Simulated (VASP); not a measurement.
# CO in VASP: a series of runs

CO is run at these levels: LDA; tasks: single point, relaxation of the atoms.

Everything below comes from runs of VASP 6.6.1. Logs are shortened: lines on timing, memory, paths and dates and some standing lists are left out, and cuts for length are marked.

## (1) The cell of the first run

The cell holds a molecule in a box, 2 atoms: a = 15.000 Å, b = 15.500 Å, c = 16.000 Å, α = 90.00°, β = 90.00°, γ = 90.00°.

## (2) Single point, LDA

Input file INCAR:

```
SYSTEM = CO
PREC     = Accurate       ! precision mode
ENCUT    = 520            ! plane-wave cutoff, eV
EDIFF    = 1E-6           ! SCF threshold, eV
ISMEAR   = 0              ! smearing method
SIGMA    = 0.005          ! smearing width, eV
LREAL    = .FALSE.        ! projectors in reciprocal space
LASPH    = .TRUE.         ! aspherical terms in the spheres
NELM     = 60             ! most SCF steps
ALGO     = Normal         ! electronic algorithm
ISIF     = 2              ! what is computed and relaxed
LWAVE    = .FALSE.        ! write WAVECAR
LCHARG   = .FALSE.        ! write CHGCAR
ISYM     = 0            
NBANDS   = 12             ! bands
```

Input file KPOINTS:

```
regular mesh
0
G
  1 1 1
  0 0 0
```

Input file POSCAR:

```
CO
1.0
   15.0000000000      0.0000000000      0.0000000000
    0.0000000000     15.5000000000      0.0000000000
    0.0000000000      0.0000000000     16.0000000000
C O
1 1
Direct
    0.5018142747      0.4990381421      0.4648786466
    0.4981857253      0.5009618579      0.5351213534
```

Potentials or basis: VASP PAW LDA potentials, release 64 (C, O).

The run is started by

```console
> cat potpaw_LDA.64/C/POTCAR potpaw_LDA.64/O/POTCAR > POTCAR
> mpirun -np 1 vasp_gam > vasp.out
```

OUTCAR:

```text
SYSTEM = CO
   PREC = Accurate
   ENCUT = 520
   EDIFF = 1E-6
   ISMEAR = 0
   LREAL = .FALSE.
   LASPH = .TRUE.
   NELM = 60
   ISIF = 2
   ISYM = 0

 ion  position               nearest neighbor table
   1  0.502  0.499  0.465-   2 1.13
   2  0.498  0.501  0.535-   1 1.13

IMPORTANT INFORMATION: All symmetrisations will be switched off!
NOSYMM: (Re-)initialisation of all symmetry stuff for point group C_1.

----------------------------------------------------------------------------------------

                                     Primitive cell

  volume of cell :    3720.0000

  direct lattice vectors                    reciprocal lattice vectors
    15.000000000  0.000000000  0.000000000     0.066666667  0.000000000  0.000000000
     0.000000000 15.500000000  0.000000000     0.000000000  0.064516129  0.000000000
     0.000000000  0.000000000 16.000000000     0.000000000  0.000000000  0.062500000

  length of vectors
    15.000000000 15.500000000 16.000000000     0.066666667  0.064516129  0.062500000

  position of ions in fractional coordinates (direct lattice)
     0.501814275  0.499038142  0.464878647
     0.498185725  0.500961858  0.535121353

  ion indices of the primitive-cell ions
   primitive index   ion index
                 1           1
                 2           2

----------------------------------------------------------------------------------------

 KPOINTS: regular mesh

Automatic generation of k-mesh.
 Grid dimensions read from file:
 generate k-points for:    1    1    1

 Generating k-lattice:

  Cartesian coordinates                     Fractional coordinates (reciprocal lattice)
     0.066666667  0.000000000  0.000000000     1.000000000  0.000000000  0.000000000
     0.000000000  0.064516129  0.000000000     0.000000000  1.000000000  0.000000000
     0.000000000  0.000000000  0.062500000     0.000000000  0.000000000  1.000000000

  Length of vectors
     0.066666667  0.064516129  0.062500000

  Shift w.r.t. Gamma in fractional coordinates (k-lattice)
     0.000000000  0.000000000  0.000000000

 Subroutine IBZKPT returns following result:
 ===========================================

 Found      1 irreducible k-points:

 Following reciprocal coordinates:
            Coordinates               Weight
  0.000000  0.000000  0.000000      1.000000
   k-points           NKPTS =      1   k-points in BZ     NKDIM =      1   number of bands    NBANDS=     12
   number of dos      NEDOS =    301   number of ions     NIONS =      2
   total plane-waves  NPLWV = ******
   dimension x,y,z NGX =   112 NGY =  120 NGZ =  120
   dimension x,y,z NGXF=   224 NGYF=  240 NGZF=  240
   ions per type =               1   1
   NGX,Y,Z   is equivalent  to a cutoff of  12.41, 12.87, 12.47 a.u.
   NGXF,Y,Z  is equivalent  to a cutoff of  24.83, 25.74, 24.94 a.u.
 SYSTEM =  CO
   PREC   = accura    normal or accurate (medium, high low for compatibility)
   ISTART =      0    job   : 0-new  1-cont  2-samecut
   ICHARG =      2    charge: 1-file 2-atom 10-const
   ISPIN  =      1    spin polarized calculation?
   LNONCOLLINEAR =      F non collinear calculations
   LSORBIT =      F    spin-orbit coupling
   LASPH  =      T    aspherical Exc in radial PAW
   ENCUT  =  520.0 eV  38.22 Ry    6.18 a.u.  27.89 28.82 29.75*2*pi/ulx,y,z
   NELM   =     60;   NELMIN=  2; NELMDL= -5     # of ELM steps
   EDIFF  = 0.1E-05   stopping-criterion for ELM
   LREAL  =      F    real-space projection
   EDIFFG = 0.1E-04   stopping-criterion for IOM
   NSW    =      0    number of steps for IOM
   IBRION =     -1    ionic relax: 0-MD 1-quasi-New 2-CG
   NFREE  =      0    steps in history (QN), initial steepest desc. (CG)
   ISIF   =      2    stress and relaxation
   ISYM   =      0    0-nonsym 1-usesym 2-fastsym
   POTIM  = 0.5000    time-step for ionic-motion
   TEBEG  =    0.0;   TEEND  =   0.0 temperature during run
   PSTRESS=    0.0 pullay stress
   NELECT =      10.0000    total number of electrons
   NUPDOWN=      -1.0000    fix difference up-down
   EMIN   =  10.00;   EMAX   =-10.00  energy-range for DOS
   EFERMI =   0.00;   METHOD = LEGACY
   ISMEAR =     0;   SIGMA  =   0.01  broadening in eV -4-tet -1-fermi 0-gaus
   EFERMI_NEDOS =   21; number of points for ismear=-14 and -15
   IALGO  =     38    algorithm
   IMIX   =      4    mixing-type and parameters
     AMIX     =   0.40;   BMIX     =  1.00
     AMIX_MAG =   1.60;   BMIX_MAG =  1.00
  volume/ion in A,a.u.               =    1860.00     12551.90
  Fermi-wavevector in a.u.,A,eV,Ry     =   0.227629  0.430156  0.704984  0.051815
  Thomas-Fermi vector in A             =   1.017343
   LORBIT       =      0    0 simple, 1 ext, 2 COOP (PROOUT), +10 PAW based schemes
   GGA     = CA    functional components
   LHFCALC =     F    Hartree Fock is set to
   AEXX    =    0.0000 exact exchange contribution
   IVDW    =     0    specifies the selected vdW correction
   LEPSILON=     F    determine dielectric tensor
   LRPA    =     F    only Hartree local field effects (RPA)
 non-spin polarized calculation
 Gauss-broadening in eV      SIGMA  =   0.01
  energy-cutoff  :      520.00
  volume of cell :     3720.00
 maximum number of plane-waves:     50071
 NGX is ok and might be reduce to   112
   NGX = 55   NGY = 57   NGZ = 59

 number of electron      10.0000007 magnetization

 Free energy of the ion-electron system (eV)
  ---------------------------------------------------
  ext. energy  EPLUGINS =         0.00000000
  ---------------------------------------------------
  free energy    TOTEN  =       -15.55201960 eV

  energy without entropy =      -15.55201960  energy(sigma->0) =      -15.55201960

 E-fermi :  -9.0159     XC(G=0):  -0.1841

 val. band max:       -9.0704004912   @ k =   0.0000   0.0000   0.0000
 cond. band min:      -2.2070984926   @ k =   0.0000   0.0000   0.0000
 fundamental gap:      6.8633019986
 Fermi energy:        -9.0159292484

 k-point     1 :       0.0000    0.0000    0.0000
  band No.  band energies     occupation
      1     -29.4630      2.00000
      2     -14.0727      2.00000
      3     -12.1365      2.00000
      4     -12.1364      2.00000
      5      -9.0704      2.00000
      6      -2.2071      0.00000
      7      -2.2071      0.00000
      8      -0.1041      0.00000
      9       0.3881      0.00000
     10       0.5027      0.00000
     11       0.5391      0.00000
     12       0.5804      0.00000

------------------------ aborting loop because EDIFF is reached ----------------------------------------

  FORCE on cell =-STRESS in cart. coord.  units (eV):
  Direction    XX          YY          ZZ          XY          YZ          ZX
  --------------------------------------------------------------------------------------
  -------------------------------------------------------------------------------------
  Total       -0.0369231     -0.0391814      1.2438406     -0.0015355      0.0339585     -0.0621256
  in kB       -0.0159025     -0.0168751      0.5357132     -0.0006613      0.0146257     -0.0267570
  external PRESSURE =       0.1676452 kB  Pullay stress =       0.0000000 kB

 VOLUME and BASIS-vectors are now :
 -----------------------------------------------------------------------------
  energy-cutoff  :      520.00
  volume of cell :     3720.00
      direct lattice vectors                 reciprocal lattice vectors
    15.000000000  0.000000000  0.000000000     0.066666667  0.000000000  0.000000000
     0.000000000 15.500000000  0.000000000     0.000000000  0.064516129  0.000000000
     0.000000000  0.000000000 16.000000000     0.000000000  0.000000000  0.062500000

 POSITION                                       TOTAL-FORCE (eV/Angst)
 -----------------------------------------------------------------------------------
      7.52721      7.73509      7.43806         0.056357     -0.030442     -1.159317
      7.47279      7.76491      8.56194        -0.056357      0.030442      1.159317
 -----------------------------------------------------------------------------------
    total drift:                               -0.000473     -0.000512      0.002047

  FREE ENERGIE OF THE ION-ELECTRON SYSTEM (eV)
  ---------------------------------------------------
  free  energy   TOTEN  =       -15.5520196000 eV

  energy  without entropy=      -15.5520196000  energy(sigma->0) =      -15.55201960
```

Wall time 2.2 min (1 thread of Intel Xeon Platinum 8259CL at 2.50GHz (Skylake/Cascade Lake), shared host); peak memory 1.6 GiB.

What came out:

- Free energy: -15.5520 eV
- Largest force: 1.161 eV/Å
- Gap between the frontier levels: 6.86 eV

Forces on the atoms (eV/Å):
```
C    0.056 -0.030 -1.159
O   -0.056  0.030  1.159
```

Levels at points of the mesh, in eV from the valence-band top:
```csv
k point,band 3,band 4,band 5,band 6,band 7,band 8
"(0.00, 0.00, 0.00)",-3.07,-3.07,0.00,6.86,6.86,8.97
```

## (3) Relaxation of the atoms, LDA

Input file INCAR:

```
PREC     = Accurate       # precision mode
ENCUT    = 520            # plane-wave cutoff, eV
EDIFF    = 1E-7           # SCF threshold, eV
ISMEAR   = 0              # smearing method
SIGMA    = 0.005          # smearing width, eV
LREAL    = False          # projectors in reciprocal space
LASPH    = True           # aspherical terms in the spheres
NELM     = 100            # most SCF steps
ALGO     = Normal         # electronic algorithm
ISIF     = 2              # what is computed and relaxed
LWAVE    = False          # write WAVECAR
LCHARG   = False          # write CHGCAR
GGA      = CA             # functional
IBRION   = 2              # ionic algorithm
NSW      = 100            # ionic steps
EDIFFG   = -0.01          # ionic threshold
ISYM     = 0
```

Input file KPOINTS:

```
Automatic mesh
0
Gamma
  1 1 1
```

Input file POSCAR:

```
CO
1.0
   15.0000000000      0.0000000000      0.0000000000
    0.0000000000     15.5000000000      0.0000000000
    0.0000000000      0.0000000000     16.0000000000
C O
1 1
Direct
    0.5017982093      0.4990469909      0.4651708543
    0.4982017907      0.5009530091      0.5348291457
```

Potentials or basis: VASP PAW LDA potentials, release 64 (C, O).

The run is started by

```console
> cat potpaw_LDA.64/C/POTCAR potpaw_LDA.64/O/POTCAR > POTCAR
> mpirun -np 1 vasp_gam > vasp.out
```

It took 10 min on 1 thread of Intel Xeon Platinum 8259CL at 2.50GHz (Skylake/Cascade Lake), shared host; peak memory 1.6 GiB.

It converged, with:

```yaml
Free_energy: -15.5574 eV
Largest_force_after_relaxing: 0.004 eV/Å
Gap_between_the_frontier_levels: 6.79 eV
```

Forces in eV/Å, atoms in the order of the input:
```
C    0.000  0.000 -0.004
O    0.000  0.000  0.004
```

Final structure:
```yaml
crystal:
  lattice:
    - [15.00000, 0.00000, 0.00000]
    - [0.00000, 15.50000, 0.00000]
    - [0.00000, 0.00000, 16.00000]
  atoms:
    - { symbol: C, position: [0.50183, 0.49903, 0.46459] }
    - { symbol: O, position: [0.49817, 0.50097, 0.53541] }
```

Levels at points of the mesh, in eV from the valence-band top:
| k point | band 3 | band 4 | band 5 | band 6 | band 7 | band 8 |
| --- | --- | --- | --- | --- | --- | --- |
| (0.00, 0.00, 0.00) | -2.96 | -2.96 | 0.00 | 6.79 | 6.79 | 9.00 |
